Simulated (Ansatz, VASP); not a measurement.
# One calculation of NaBeF3, two programs

INCAR

```
PREC     = Accurate       # precision mode
ENCUT    = 520            # plane-wave cutoff, eV
EDIFF    = 1E-6           # SCF threshold, eV
ISMEAR   = 0              # smearing method
SIGMA    = 0.1            # smearing width, eV
LREAL    = False          # projectors in reciprocal space
LASPH    = True           # aspherical terms in the spheres
NELM     = 60             # most SCF steps
ALGO     = Normal         # electronic algorithm
ISIF     = 2              # what is computed and relaxed
LWAVE    = False          # write WAVECAR
LCHARG   = False          # write CHGCAR
GGA      = PE             # functional
NBANDS   = 41             # bands
```

Contents of KPOINTS:

```
regular mesh
0
Gamma
  6 4 2
```

The input POSCAR:

```
NaBeF3
1.0
    2.9139119000      0.0000000000      0.0000000000
    0.0000000000      5.2412149000      0.0000000000
    0.0000000000      0.0000000000      9.7544418000
Na Be F
2 2 6
Direct
    0.0000000000      0.1762370000      0.9050920000
    0.0000000000      0.8237630000      0.4050920000
    0.5000000000      0.3188950000      0.2186870000
    0.5000000000      0.6811050000      0.7186870000
    0.0000000000      0.4695820000      0.2582810000
    0.0000000000      0.5304180000      0.7582810000
    0.5000000000      0.0769480000      0.3040250000
    0.5000000000      0.9230520000      0.8040250000
    0.5000000000      0.2863210000      0.0644390000
    0.5000000000      0.7136790000      0.5644390000
```

Input for Ansatz:

```yaml
crystal:
  lattice:
    - [2.9139119, 0.0, 0.0]
    - [0.0, 5.2412149, 0.0]
    - [0.0, 0.0, 9.7544418]
  atoms:
    - { symbol: Na, position: [0.0, 0.176237, 0.905092] }
    - { symbol: Na, position: [0.0, 0.823763, 0.405092] }
    - { symbol: Be, position: [0.5, 0.318895, 0.218687] }
    - { symbol: Be, position: [0.5, 0.681105, 0.718687] }
    - { symbol: F, position: [0.0, 0.469582, 0.258281] }
    - { symbol: F, position: [0.0, 0.530418, 0.758281] }
    - { symbol: F, position: [0.5, 0.076948, 0.304025] }
    - { symbol: F, position: [0.5, 0.923052, 0.804025] }
    - { symbol: F, position: [0.5, 0.286321, 0.064439] }
    - { symbol: F, position: [0.5, 0.713679, 0.564439] }
basis:
  ecutwfc: 420
kpoints:
  mp_grid: { grid: [6, 4, 2] }
hamiltonian:
  xc: pbe
scf:
  occupations: { method: gaussian, width: 0.1 }
  lower_state_search: "off"
output:
  forces: true
  stress: true
  eigenvalues: true
```

Change from the starting cell: relaxed end of: species swapped into the HoBRh3 type (Pm-3m, No. 221).

Alike in both runs: task single point; functional PBE; k mesh 6 × 4 × 2; occupations gaussian, width 0.1 eV; no spin polarisation.

|  | VASP | Ansatz |
| --- | --- | --- |
| version | VASP 6.6.1 | Ansatz 0.2.0 |
| potentials or method | VASP PAW PBE potentials, release 64 (Na_pv, Be, F), cutoff 520 eV | scalar-relativistic, plane waves, PAW |
| valence electrons in the cell | 60 | 64 |

Ansatz gave:

| Property | Result |
| --- | --- |
| gap on the k mesh at the Fermi level (eV) | 6.72 |
| least direct gap on the mesh (eV) | 6.72 |
| pressure (GPa) | 0.0 |
| rms of the force components (eV/Å) | 0.002 |

Estimate VASP's values.

gap on the k mesh at the Fermi level (eV): 6.71; least direct gap on the mesh (eV): 6.71; pressure (GPa): 0.0; rms of the force components (eV/Å): 0.014.

Atom by atom the forces differ by 0.015 eV/Å (rms over components). VASP's potentials hold 60 valence electrons a cell and Ansatz's 64, so a difference there can come from the potentials and not from the codes.
